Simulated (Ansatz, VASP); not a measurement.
# SnSe: VASP beside Ansatz

```
Sn Se
1.0
    -0.03010    2.99495    2.99495
     2.99495   -0.03010    2.99495
     2.99495    2.99495   -0.03010
Sn Se
1 1
Direct
  0.00000 0.00000 0.00000
  0.50000 0.50000 0.50000
```

Change from the starting cell: equal xy, yz and zx shear strains of -1 %, crystal datasets.

Alike in both runs: task electric field gradients; functional PBEsol; k mesh 7 × 7 × 7; occupations fermi-dirac, width 0.01 eV; no spin polarisation.

|  | VASP | Ansatz |
| --- | --- | --- |
| version | VASP 6.6.1 | Ansatz 0.2.0 |
| potentials or method | VASP PAW PBE potentials, release 64 (Sn_d, Se), cutoff 520 eV | all-electron PAW with datasets made for the crystal, scalar-relativistic |

Ansatz gave:

| Quantity | Value |
| --- | --- |
| gap on the k mesh at the Fermi level (eV) | 0.64 |
| pressure (GPa) | -1.9 |
| traceless stress, the component that is largest in VASP (GPa) | 0.18 |
| size of Vzz on the site where it differs most (V/Å²) | 0.4 |

Which values does VASP return?

gap on the k mesh at the Fermi level (eV): 0.63; pressure (GPa): -1.9; traceless stress, the component that is largest in VASP (GPa): 0.18; size of Vzz on the site where it differs most (V/Å²): 0.1.

VASP's potentials were made for PBE, not for PBEsol. Ansatz ran all-electron here, and VASP with PAW potentials.
